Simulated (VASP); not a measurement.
Input of a VASP 6.6.1 run:

INCAR

```
PREC     = Accurate       # precision mode
ENCUT    = 520            # plane-wave cutoff, eV
EDIFF    = 1E-6           # SCF threshold, eV
ISMEAR   = 0              # smearing method
SIGMA    = 0.15           # smearing width, eV
LREAL    = F              # projectors in reciprocal space
LASPH    = T              # aspherical terms in the spheres
NELM     = 100            # most SCF steps
ALGO     = Normal         # electronic algorithm
ISIF     = 2              # what is computed and relaxed
LWAVE    = F              # write WAVECAR
LCHARG   = F              # write CHGCAR
GGA      = PE             # functional
NBANDS   = 21             # bands
```

File KPOINTS:

```
regular mesh
0
Gamma
  14 14 14
```

File POSCAR:

```
Ge
1.0
    0.0000000000      2.7603685708      2.7603685708
    2.7603685708      0.0000000000      2.7603685708
    2.7603685708      2.7603685708      0.0000000000
Ge
2
Direct
    0.5000000000      0.5000000000      0.5000000000
    0.7500000000      0.7500000000      0.7500000000
```

Potentials or basis: VASP PAW PBE potentials, release 64 (Ge_d).

Command:

```console
$ cat potpaw_PBE.64/Ge_d/POTCAR > POTCAR
$ mpirun -np 1 vasp_std > vasp.out
```

Q: What does it give for the pressure?

A: 10.2 GPa.

Q: What does it give for the band gap on the k mesh?

A: 0.42 eV, indirect (least direct gap 0.73 eV).

 A k mesh can miss the band edges.
